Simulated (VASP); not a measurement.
# Zr (R-3m) in VASP: a series of runs

Runs on Zr. Level: PBEsol. Tasks: single point.

All numbers are computed with VASP 6.6.1; they aren't measurements. Logs are shortened: lines on timing, memory, paths and dates and some standing lists are left out, and cuts for length are marked.

## 1. The cell of the first run

Symmetry: R-3m, No. 166, trigonal system. The conventional cell has a = 3.940 Å, b = 3.940 Å, c = 10.960 Å, α = 90.00°, β = 90.00°, γ = 120.00°. Zr (site symmetry 3m) has 6 Zr at 2.64 to 3.25 Å within 3.5 Å.

## 2. Single point, PBEsol

INCAR

```
SYSTEM = Zr
PREC = Accurate
ENCUT = 500
EDIFF = 1E-6
ISMEAR = 0
SIGMA = 0.1
LREAL = .FALSE.
LASPH = .TRUE.
NELM = 120
ALGO = Normal
ISIF = 2
LWAVE = .FALSE.
LCHARG = .FALSE.
GGA = PS
NBANDS = 19
GGA_COMPAT = .FALSE.
```

KPOINTS

```
regular mesh
0
G
  6 6 6
  0 0 0
```

POSCAR

```
Zr
1.0
    1.9701726934      1.1374797349      3.6534490498
   -1.9701726934      1.1374797349      3.6534490498
    0.0000000000     -2.2749594697      3.6534490498
Zr
2
Direct
    0.2275400000      0.2275400000      0.2275400000
    0.7724600000      0.7724600000      0.7724600000
```

Potentials or basis: VASP PAW PBE potentials, release 64 (Zr_sv).

Started as:

```
$ cat potpaw_PBE.64/Zr_sv/POTCAR > POTCAR
$ mpirun -np 1 vasp_std > vasp.out
```

OUTCAR:

```text
SYSTEM = Zr
   PREC = Accurate
   ENCUT = 500
   EDIFF = 1E-6
   ISMEAR = 0
   LREAL = .FALSE.
   LASPH = .TRUE.
   NELM = 120
   ISIF = 2
   GGA = PS

 ion  position               nearest neighbor table
   1  0.228  0.228  0.228-   2 2.64   2 2.64   2 2.64   2 3.25   2 3.25   2 3.25
   2  0.772  0.772  0.772-   1 2.64   1 2.64   1 2.64   1 3.25   1 3.25   1 3.25

  LATTYP: Found a trigonal (rhomboedric) cell.
 ALAT       =     4.3038506652
 COS(alpha) =     0.5808936906

  Lattice vectors:

 A1 = (   1.9701726934,   1.1374797349,   3.6534490498)
 A2 = (  -1.9701726934,   1.1374797349,   3.6534490498)
 A3 = (   0.0000000000,  -2.2749594697,   3.6534490498)

Analysis of symmetry for initial positions (statically):
=====================================================================
 Subroutine PRICEL returns:
 Original cell was already a primitive cell.

 Routine SETGRP: Setting up the symmetry group for a
 trigonal (rhombohedral) supercell.

 Subroutine GETGRP returns: Found 12 space group operations
 (whereof 12 operations were pure point group operations)
 out of a pool of 12 trial point group operations.

The static configuration has the point symmetry D_3d.

Analysis of symmetry for dynamics (positions and initial velocities):
=====================================================================
 Subroutine PRICEL returns:
 Original cell was already a primitive cell.

 Routine SETGRP: Setting up the symmetry group for a
 trigonal (rhombohedral) supercell.

 Subroutine GETGRP returns: Found 12 space group operations
 (whereof 12 operations were pure point group operations)
 out of a pool of 12 trial point group operations.

The dynamic configuration has the point symmetry D_3d.

 Subroutine INISYM returns: Found 12 space group operations
 (whereof 12 operations are pure point group operations),
 and found     1 'primitive' translations

----------------------------------------------------------------------------------------

                                     Primitive cell

  volume of cell :      49.1250

  direct lattice vectors                    reciprocal lattice vectors
     1.970172693  1.137479735  3.653449050     0.253784859  0.146522757  0.091237986
    -1.970172693  1.137479735  3.653449050    -0.253784859  0.146522757  0.091237986
     0.000000000 -2.274959470  3.653449050     0.000000000 -0.293045514  0.091237986

  length of vectors
     4.303850665  4.303850665  4.303850665     0.306920256  0.306920256  0.306920256

  position of ions in fractional coordinates (direct lattice)
     0.227540000  0.227540000  0.227540000
     0.772460000  0.772460000  0.772460000

  ion indices of the primitive-cell ions
   primitive index   ion index
                 1           1
                 2           2

----------------------------------------------------------------------------------------

 KPOINTS: regular mesh

Automatic generation of k-mesh.
 Grid dimensions read from file:
 generate k-points for:    6    6    6

 Generating k-lattice:

  Cartesian coordinates                     Fractional coordinates (reciprocal lattice)
     0.042297477  0.024420459  0.015206331     0.166666667  0.000000000  0.000000000
    -0.042297477  0.024420459  0.015206331     0.000000000  0.166666667  0.000000000
     0.000000000 -0.048840919  0.015206331     0.000000000  0.000000000  0.166666667

  Length of vectors
     0.051153376  0.051153376  0.051153376

  Shift w.r.t. Gamma in fractional coordinates (k-lattice)
     0.000000000  0.000000000  0.000000000

 Subroutine IBZKPT returns following result:
 ===========================================

 Found     32 irreducible k-points:

 Following reciprocal coordinates:
            Coordinates               Weight
  0.000000  0.000000  0.000000      1.000000
  0.166667  0.000000  0.000000      6.000000
  0.333333  0.000000  0.000000      6.000000
  0.500000  0.000000  0.000000      3.000000
  0.166667  0.166667  0.000000      6.000000
  0.333333  0.166667  0.000000     12.000000
[... 16 lines left out ...]
  0.500000  0.500000  0.166667      6.000000
 -0.333333  0.500000  0.166667     12.000000
 [... further k-points ...]
   k-points           NKPTS =     32   k-points in BZ     NKDIM =     32   number of bands    NBANDS=     19
   number of dos      NEDOS =    301   number of ions     NIONS =      2
   total plane-waves  NPLWV =  32768
   dimension x,y,z NGX =    32 NGY =   32 NGZ =   32
   dimension x,y,z NGXF=    64 NGYF=   64 NGZF=   64
   ions per type =               2
   NGX,Y,Z   is equivalent  to a cutoff of  12.36, 12.36, 12.36 a.u.
   NGXF,Y,Z  is equivalent  to a cutoff of  24.72, 24.72, 24.72 a.u.
 SYSTEM =  Zr
   PREC   = accura    normal or accurate (medium, high low for compatibility)
   ISTART =      0    job   : 0-new  1-cont  2-samecut
   ICHARG =      2    charge: 1-file 2-atom 10-const
   ISPIN  =      1    spin polarized calculation?
   LNONCOLLINEAR =      F non collinear calculations
   LSORBIT =      F    spin-orbit coupling
   LASPH  =      T    aspherical Exc in radial PAW
   ENCUT  =  500.0 eV  36.75 Ry    6.06 a.u.   7.85  7.85  7.85*2*pi/ulx,y,z
   NELM   =    120;   NELMIN=  2; NELMDL= -5     # of ELM steps
   EDIFF  = 0.1E-05   stopping-criterion for ELM
   LREAL  =      F    real-space projection
   EDIFFG = 0.1E-04   stopping-criterion for IOM
   NSW    =      0    number of steps for IOM
   IBRION =     -1    ionic relax: 0-MD 1-quasi-New 2-CG
   NFREE  =      0    steps in history (QN), initial steepest desc. (CG)
   ISIF   =      2    stress and relaxation
   ISYM   =      2    0-nonsym 1-usesym 2-fastsym
   POTIM  = 0.5000    time-step for ionic-motion
   TEBEG  =    0.0;   TEEND  =   0.0 temperature during run
   PSTRESS=    0.0 pullay stress
   NELECT =      24.0000    total number of electrons
   NUPDOWN=      -1.0000    fix difference up-down
   EMIN   =  10.00;   EMAX   =-10.00  energy-range for DOS
   EFERMI =   0.00;   METHOD = LEGACY
   ISMEAR =     0;   SIGMA  =   0.10  broadening in eV -4-tet -1-fermi 0-gaus
   EFERMI_NEDOS =   21; number of points for ismear=-14 and -15
   IALGO  =     38    algorithm
   IMIX   =      4    mixing-type and parameters
     AMIX     =   0.40;   BMIX     =  1.00
     AMIX_MAG =   1.60;   BMIX_MAG =  1.00
  volume/ion in A,a.u.               =      24.56       165.76
  Fermi-wavevector in a.u.,A,eV,Ry     =   1.289371  2.436557 22.619373  1.662477
  Thomas-Fermi vector in A             =   2.421268
   LORBIT       =      0    0 simple, 1 ext, 2 COOP (PROOUT), +10 PAW based schemes
   GGA     = PS    functional components
   LHFCALC =     F    Hartree Fock is set to
   AEXX    =    0.0000 exact exchange contribution
   IVDW    =     0    specifies the selected vdW correction
   LEPSILON=     F    determine dielectric tensor
   LRPA    =     F    only Hartree local field effects (RPA)
 non-spin polarized calculation
 Gauss-broadening in eV      SIGMA  =   0.10
  energy-cutoff  :      500.00
  volume of cell :       49.12
 maximum number of plane-waves:      1262
   NGX = 15   NGY = 15   NGZ = 15

 number of electron      24.0000000 magnetization

 Free energy of the ion-electron system (eV)
  ---------------------------------------------------
  ext. energy  EPLUGINS =         0.00000000
  ---------------------------------------------------
  free energy    TOTEN  =       -15.56963390 eV

  energy without entropy =      -15.54460186  energy(sigma->0) =      -15.55711788

 E-fermi :   7.8351     XC(G=0): -10.8198

 val. band max:        7.8174080338   @ k =  -0.1667   0.5000   0.1667
 cond. band min:       7.8428380312   @ k =   0.5000   0.1667   0.1667
 fundamental gap:      0.0254299974
 Fermi energy:         7.8350798815

 k-point     1 :       0.0000    0.0000    0.0000
  band No.  band energies     occupation
      1     -40.8050      2.00000
      2     -40.1563      2.00000
      3     -19.2052      2.00000
      4     -19.2052      2.00000
      5     -19.0255      2.00000
      6     -18.1725      2.00000
[... 11 lines left out ...]
     18      15.0495      0.00000
     19      15.0495      0.00000

 k-point     2 :       0.1667    0.0000    0.0000
  band No.  band energies     occupation
      1     -40.7650      2.00000
      2     -40.1961      2.00000
      3     -19.2316      2.00000
      4     -19.2218      2.00000
      5     -19.0300      2.00000
      6     -18.1739      2.00000
[... 11 lines left out ...]
     18      14.2375      0.00000
     19      14.4095      0.00000

 k-point     3 :       0.3333    0.0000    0.0000
  band No.  band energies     occupation
      1     -40.6599      2.00000
      2     -40.3006      2.00000
      3     -19.2844      2.00000
      4     -19.2540      2.00000
      5     -19.0341      2.00000
      6     -18.2236      2.00000
[... 11 lines left out ...]
     18      13.1077      0.00000
     19      13.3634      0.00000

 k-point     4 :       0.5000    0.0000    0.0000
  band No.  band energies     occupation
      1     -40.5692      2.00000
      2     -40.3911      2.00000
      3     -19.3094      2.00000
      4     -19.2697      2.00000
      5     -19.0365      2.00000
      6     -18.2580      2.00000
[... 11 lines left out ...]
     18      12.0442      0.00000
     19      12.2778      0.00000

 k-point     5 :       0.1667    0.1667    0.0000
  band No.  band energies     occupation
      1     -40.7616      2.00000
      2     -40.1993      2.00000
      3     -19.2595      2.00000
      4     -19.2241      2.00000
      5     -19.0223      2.00000
      6     -18.1952      2.00000
[... 11 lines left out ...]
     18      13.5197      0.00000
     19      15.0366      0.00000
[... 334 lines left out ...]
      2     -40.3900      2.00000
      3     -19.4540      2.00000
      4     -19.3978      2.00000
      5     -19.1083      2.00000
      6     -18.1570      2.00000
[... 11 lines left out ...]
     18      12.0897      0.00000
     19      12.8876      0.00000

 k-point    22 :      -0.1667    0.3333    0.1667
  band No.  band energies     occupation
      1     -40.5874      2.00000
      2     -40.3712      2.00000
      3     -19.4354      2.00000
      4     -19.3121      2.00000
      5     -19.1901      2.00000
      6     -18.0634      2.00000
[... 11 lines left out ...]
     18      11.9679      0.00000
     19      13.2018      0.00000

 k-point    23 :       0.5000    0.5000    0.1667
  band No.  band energies     occupation
      1     -40.6422      2.00000
      2     -40.3157      2.00000
      3     -19.4828      2.00000
      4     -19.3473      2.00000
      5     -19.1736      2.00000
      6     -18.0735      2.00000
[... 11 lines left out ...]
     18      11.8389      0.00000
     19      12.8270      0.00000

 k-point    24 :      -0.3333    0.5000    0.1667
  band No.  band energies     occupation
      1     -40.5728      2.00000
      2     -40.3844      2.00000
      3     -19.5213      2.00000
      4     -19.4182      2.00000
      5     -19.1689      2.00000
      6     -18.0843      2.00000
[... 11 lines left out ...]
     18      12.1922      0.00000
     19      12.3229      0.00000

 [... further k-points ...]
[... 5 lines left out ...]
  --------------------------------------------------------------------------------------
  -------------------------------------------------------------------------------------
  Total       -0.5315691     -0.5315691     -1.0808943      0.0000000     -0.0000000      0.0000000
  in kB      -17.3367657    -17.3367657    -35.2526299      0.0000000     -0.0000000      0.0000000
  external PRESSURE =     -23.3087204 kB  Pullay stress =       0.0000000 kB

 VOLUME and BASIS-vectors are now :
 -----------------------------------------------------------------------------
  energy-cutoff  :      500.00
  volume of cell :       49.12
      direct lattice vectors                 reciprocal lattice vectors
     1.970172693  1.137479735  3.653449050     0.253784859  0.146522757  0.091237986
    -1.970172693  1.137479735  3.653449050    -0.253784859  0.146522757  0.091237986
     0.000000000 -2.274959470  3.653449050     0.000000000 -0.293045514  0.091237986

 POSITION                                       TOTAL-FORCE (eV/Angst)
 -----------------------------------------------------------------------------------
      0.00000      0.00000      2.49392         0.000000      0.000000      3.213028
      0.00000      0.00000      8.46643         0.000000     -0.000000     -3.213028
 -----------------------------------------------------------------------------------
    total drift:                               -0.000000      0.000000     -0.000000

  FREE ENERGIE OF THE ION-ELECTRON SYSTEM (eV)
  ---------------------------------------------------
  free  energy   TOTEN  =       -15.5696338980 eV

  energy  without entropy=      -15.5446018622  energy(sigma->0) =      -15.55711788
```

Run time: 17 s. Hardware: 1 thread of Intel Xeon Platinum 8488C (Sapphire Rapids), shared host; peak memory 0.18 GiB.

Results:

- Free energy: -15.5696 eV
- Pressure: -2.3 GPa
- Largest force: 3.213 eV/Å
- Band gap on the k mesh: zero (bands 12 and 13 overlap by 1.60 eV)

Forces on the atoms (eV/Å):
```
Zr   0.000  0.000  3.213
Zr   0.000  0.000 -3.213
```

Caveat: the PAW data sets were made with another functional, which shifts forces and pressure a little.

(Part 1 of 2 ends here.)
